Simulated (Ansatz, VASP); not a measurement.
Two plane-wave programs on SnSe

```
CELL_PARAMETERS angstrom
4.18990 0.00000 0.00000
0.00000 4.18990 0.00000
0.00000 0.00000 10.97962
ATOMIC_POSITIONS crystal
Sn 0.44937 0.94937 0.37816
Sn 0.94937 0.44937 0.62184
Se 0.50000 0.00000 0.62178
Se 0.00000 0.50000 0.37822
```

Change from the starting cell: all Sn atoms moved -0.300 Å, as atom 1 along Cartesian [1 1 0].

Alike in both runs: task single point; functional LDA; k mesh 6 × 6 × 4; occupations gaussian, width 0.05 eV; no spin polarisation.

```csv
,VASP,Ansatz
version,VASP 6.6.1,Ansatz 0.2.0
potentials or method,"VASP PAW LDA potentials, release 64 (Sn_d, Se), cutoff 500 eV","scalar-relativistic, plane waves, PAW"
valence electrons in the cell,40,60
```

```csv
,VASP,Ansatz,Ansatz less VASP
gap on the k mesh at the Fermi level (eV),1.56,1.58,+0.016
least direct gap on the mesh (eV),1.57,1.59,+0.015
rms of the force components (eV/Å),0.273,0.263,-0.0105
```

LDA's correlation is that of Perdew and Zunger in VASP and of Perdew and Wang (1992) in Ansatz. Atom by atom the forces differ by 0.016 eV/Å (rms over components). VASP's potentials hold 40 valence electrons a cell and Ansatz's 60, so a difference there can come from the potentials and not from the codes.
